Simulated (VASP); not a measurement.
Rh, 1 atom in the cell. The structure is cubic, space group Fm-3m (No. 225). The conventional cell has a = 3.796 Å, b = 3.796 Å, c = 3.796 Å, α = 90.00°, β = 90.00°, γ = 90.00°. Rh (site symmetry m-3m) has 12 Rh at 2.68 Å within 3.5 Å. 

```yaml
Program: VASP 6.6.1
Task: relaxation of cell and atoms
Functional: LDA
Potentials_or_basis: VASP PAW LDA potentials, release 64 (Rh_pv)
Cutoff: 600 eV
k_mesh: 15 × 15 × 15
Occupations: fermi-dirac, width 0.3 eV
Spin: no spin polarisation
Dipole_correction: no
Further_INCAR_settings: ALGO = Normal; EDIFF = 1e-06; IBRION = 2; EDIFFG = -0.05; NSW = 80; ISIF = 3
```

Potentials or basis: VASP PAW LDA potentials, release 64 (Rh_pv).

Command:

```bash
$ cat potpaw_LDA.64/Rh_pv/POTCAR > POTCAR
$ mpirun -np 1 vasp_std > vasp.out
```

Hardware: 1 thread of AMD EPYC 7R43 64-Core Processor (Zen 3), with other jobs on the host.

Q: Estimate the wall time of this run.

A: It took 46 s on 1 thread of AMD EPYC 7R43 64-Core Processor (Zen 3) (shared host), peak memory 0.12 GiB. Counts: scf iterations 25, k points 120, ion steps 3.
